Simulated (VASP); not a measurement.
# Si4C11 in VASP: a series of runs, part 2 of 2

VASP 6.6.1. The steps go on from the part before.

### 3 Single point, PBE

INCAR reads:

```
ALGO     = Normal         # electronic algorithm
EDIFF    = 1E-6           # SCF threshold, eV
ENCUT    = 520            # plane-wave cutoff, eV
GGA      = PE             # functional
GGA_COMPAT= F            
ISIF     = 2              # what is computed and relaxed
ISMEAR   = -1             # smearing method
ISYM     = -1           
LASPH    = T              # aspherical terms in the spheres
LCHARG   = F              # write CHGCAR
LREAL    = Auto         
LWAVE    = F              # write WAVECAR
NBANDS   = 43             # bands
NELM     = 120            # most SCF steps
PREC     = Accurate       # precision mode
SIGMA    = 0.3447         # smearing width, eV
```

KPOINTS reads:

```
explicit points
1
Reciprocal
  0.25000000   0.25000000   0.25000000 1
```

POSCAR reads:

```
Si4C11
1.0
    5.5684850000      0.1677970000      0.0711490000
    0.1677970000      5.4749150000     -0.0943290000
    0.0711490000     -0.0943290000      5.5837510000
C Si
11 4
Direct
    0.0067299212     -0.0840295394      0.1620464004
    1.1286197318     -0.1722535701     -0.5983276604
    0.7007697579     -0.0904239758      0.8523940859
    0.6970206313      0.4315467333      0.3383016275
    0.7933557127      0.8432733708      0.0579751261
    0.4552995978     -0.0575765715     -0.3333961796
    0.1435232475      0.0825781295      0.0840993764
    0.1555488131      0.3587763212      0.0318511461
   -0.3726630302      0.6888427024      0.2029228104
    0.5443197355      1.3829561236     -0.4008794333
    0.5649078553      0.1443721429     -0.3397676847
    0.7983963212      0.5403149879     -0.1852755840
    0.3096266562      0.7347269318      0.1583386204
    1.2549211283     -0.4713105874      0.8031739525
    1.0463717134      1.0786737936      0.6017594479
```

Potentials or basis: VASP PAW PBE potentials, release 64 (C, Si).

On the command line:

```console
$ cat potpaw_PBE.64/C/POTCAR potpaw_PBE.64/Si/POTCAR > POTCAR
$ mpirun -np 1 vasp_std > vasp.out
```

OUTCAR:

```text
EDIFF = 1E-6
   ENCUT = 520
   GGA = PE
   ISIF = 2
   ISMEAR = -1
   ISYM = -1
   LASPH = T
   LREAL = Auto
   NELM = 120
   PREC = Accurate

 ion  position               nearest neighbor table
   1  0.007  0.916  0.162-   7 1.30   5 1.41   2 1.59  13 1.90  15 2.60
   2  0.129  0.828  0.402-   1 1.59  13 1.72  15 1.77
   3  0.701  0.910  0.852-   5 1.32   6 1.74  11 1.84  12 2.07  15 2.59
   4  0.697  0.432  0.338-   9 1.65  10 1.71
   5  0.793  0.843  0.058-   3 1.32   1 1.41   9 1.53  12 2.11
   6  0.455  0.942  0.667-  11 1.30   3 1.74  15 2.39
   7  0.144  0.083  0.084-   1 1.30   8 1.56  13 2.13
   8  0.156  0.359  0.032-   7 1.56  14 1.71  13 2.37  12 2.53
   9  0.627  0.689  0.203-   5 1.53   4 1.65  13 1.80  12 2.44
  10  0.544  0.383  0.599-  11 1.36   4 1.71  14 2.06  12 2.09
  11  0.565  0.144  0.660-   6 1.30  10 1.36   3 1.84
  12  0.798  0.540  0.815-   3 2.07  10 2.09   5 2.11   9 2.44   8 2.53  14 2.54  15 3.00  14 3.03

  13  0.310  0.735  0.158-   2 1.72   9 1.80   1 1.90   7 2.13  14 2.29   8 2.37
  14  0.255  0.529  0.803-   8 1.71  10 2.06  13 2.29  12 2.54  15 2.99  12 3.03
  15  0.046  0.079  0.602-   2 1.77   6 2.39   3 2.59   1 2.60  14 2.99  12 3.00

IMPORTANT INFORMATION: All symmetrisations will be switched off!
NOSYMM: (Re-)initialisation of all symmetry stuff for point group C_1.

----------------------------------------------------------------------------------------

                                     Primitive cell

  volume of cell :     169.9950

  direct lattice vectors                    reciprocal lattice vectors
     5.568485000  0.167797000  0.071149000     0.179779798 -0.005551035 -0.002384558
     0.167797000  5.474915000 -0.094329000    -0.005551035  0.182875815  0.003160142
     0.071149000 -0.094329000  5.583751000    -0.002384558  0.003160142  0.179174851

  length of vectors
     5.571466881  5.478297915  5.585000928     0.179881282  0.182987333  0.179218581

  position of ions in fractional coordinates (direct lattice)
[... 100 lines left out ...]

 number of electron      59.9999999 magnetization

 Free energy of the ion-electron system (eV)
  ---------------------------------------------------
  ext. energy  EPLUGINS =         0.00000000
  ---------------------------------------------------
  free energy    TOTEN  =       -99.45185814 eV

  energy without entropy =      -98.01755988  energy(sigma->0) =      -98.73470901

 E-fermi :   5.5308     XC(G=0): -10.3353

 val. band max:        5.0104299551   @ k =   0.2500   0.2500   0.2500
 cond. band min:       5.9279410826   @ k =   0.2500   0.2500   0.2500
 fundamental gap:      0.9175111275
 Fermi energy:         5.5308387445

 k-point     1 :       0.2500    0.2500    0.2500
  band No.  band energies     occupation
      1     -13.0283      2.00000
      2     -11.8577      2.00000
      3     -10.8690      2.00000
      4      -9.0317      2.00000
      5      -8.0127      2.00000
      6      -7.0971      2.00000
[... 34 lines left out ...]
     41      10.1791      0.00000
     42      10.9339      0.00000
 [bands above 42 left out]

------------------------ aborting loop because EDIFF is reached ----------------------------------------

  FORCE on cell =-STRESS in cart. coord.  units (eV):
  Direction    XX          YY          ZZ          XY          YZ          ZX
  --------------------------------------------------------------------------------------
  -------------------------------------------------------------------------------------
  Total        7.5831510     -0.0253002      1.0745961      3.2348720      5.1045826     -2.1552748
  in kB       71.4700643     -0.2384509     10.1279071     30.4881852     48.1099277    -20.3131431
  external PRESSURE =      27.1198402 kB  Pullay stress =       0.0000000 kB

 VOLUME and BASIS-vectors are now :
 -----------------------------------------------------------------------------
  energy-cutoff  :      520.00
  volume of cell :      169.99
      direct lattice vectors                 reciprocal lattice vectors
     5.568485000  0.167797000  0.071149000     0.179779798 -0.005551035 -0.002384558
     0.167797000  5.474915000 -0.094329000    -0.005551035  0.182875815  0.003160142
     0.071149000 -0.094329000  5.583751000    -0.002384558  0.003160142  0.179174851

 POSITION                                       TOTAL-FORCE (eV/Angst)
 -----------------------------------------------------------------------------------
      0.20270      5.00070      0.81890        -4.216483     -1.307379      1.438098
      0.88369      4.51553      2.17391        -1.964417     -0.305750      0.053751
      4.11550      5.01703      4.72362        -1.653863      1.748208     -8.022879
      3.97783      2.44773      1.89788        -1.160436      3.510968      0.433076
      4.56341      4.74450      0.30062        -1.644043     -2.005705      6.352619
      2.74089      5.17321      3.66565        -0.202049     -2.144047      2.639088
      0.81905      0.46826      0.47201         3.532487      8.305286     -2.222383
      0.92864      1.98737      0.15507        -1.715227     -7.047795      2.413915
      3.62334      3.85748      1.11273         3.184574     -3.615914      1.309243
      3.13792      2.13147      3.34794         1.018654      3.240922     -1.591502
      3.21688      0.82294      3.71315         1.019380     -1.115642      0.760289
      4.59449      3.01530      4.55506         1.013451      0.438274     -0.130596
      1.85870      4.05959      0.83685         1.704341     -0.913276     -1.144961
      1.56538      2.86154      4.45299         1.001302      1.354795     -3.771780
      0.31424      0.38175      3.35595         0.082328     -0.142942      1.484023
 -----------------------------------------------------------------------------------
    total drift:                                0.007311     -0.017250      0.003226

  FREE ENERGIE OF THE ION-ELECTRON SYSTEM (eV)
  ---------------------------------------------------
  free  energy   TOTEN  =       -99.4518581389 eV

  energy  without entropy=      -98.0175598821  energy(sigma->0) =      -98.73470901
```

OSZICAR:

```text
N       E                     dE             d eps       ncg     rms          rms(c)
DAV:   1     0.203048417857E+03    0.20305E+03   -0.27494E+04    86   0.124E+03
DAV:   2    -0.870654006587E+02   -0.29011E+03   -0.27608E+03   108   0.237E+02
DAV:   3    -0.108119861370E+03   -0.21054E+02   -0.20584E+02   108   0.616E+01
DAV:   4    -0.108710937227E+03   -0.59108E+00   -0.58871E+00   116   0.107E+01
DAV:   5    -0.108725221737E+03   -0.14285E-01   -0.14272E-01   116   0.172E+00    0.185E+01
DAV:   6    -0.100213282637E+03    0.85119E+01   -0.25938E+01   108   0.204E+01    0.100E+01
DAV:   7    -0.996318698597E+02    0.58141E+00   -0.63718E+00   108   0.106E+01    0.555E+00
DAV:   8    -0.994654677645E+02    0.16640E+00   -0.11257E+00   100   0.431E+00    0.259E+00
DAV:   9    -0.994493651578E+02    0.16103E-01   -0.19130E-01   100   0.189E+00    0.968E-01
DAV:  10    -0.994507717549E+02   -0.14066E-02   -0.26793E-02   100   0.746E-01    0.359E-01
DAV:  11    -0.994514821327E+02   -0.71038E-03   -0.43174E-03   108   0.306E-01    0.125E-01
DAV:  12    -0.994517340952E+02   -0.25196E-03   -0.57858E-04   100   0.117E-01    0.638E-02
DAV:  13    -0.994518266597E+02   -0.92565E-04   -0.15153E-04   108   0.557E-02    0.293E-02
DAV:  14    -0.994518534367E+02   -0.26777E-04   -0.27956E-05   100   0.261E-02    0.869E-03
DAV:  15    -0.994518573069E+02   -0.38702E-05   -0.63813E-06   100   0.116E-02    0.324E-03
DAV:  16    -0.994518581389E+02   -0.83206E-06   -0.99373E-07    60   0.489E-03
   1 F= -.99451858E+02 E0= -.98734709E+02  d E =-.143430E+01
```

It took 12 s on 1 thread of Intel Xeon 6975P-C (Granite Rapids), shared host; peak memory 0.24 GiB.

What came out:

```yaml
Free_energy: -99.4519 eV
Pressure: 2.7 GPa
Largest_force: 9.295 eV/Å
```

Forces in eV/Å, atoms in the order of the input:
```
C   -4.216 -1.307  1.438
C   -1.964 -0.306  0.054
C   -1.654  1.748 -8.023
C   -1.160  3.511  0.433
C   -1.644 -2.006  6.353
C   -0.202 -2.144  2.639
C    3.532  8.305 -2.222
C   -1.715 -7.048  2.414
C    3.185 -3.616  1.309
C    1.019  3.241 -1.592
C    1.019 -1.116  0.760
Si   1.013  0.438 -0.131
Si   1.704 -0.913 -1.145
Si   1.001  1.355 -3.772
Si   0.082 -0.143  1.484
```

Caveat: the atoms stand as in a frame of molecular dynamics.
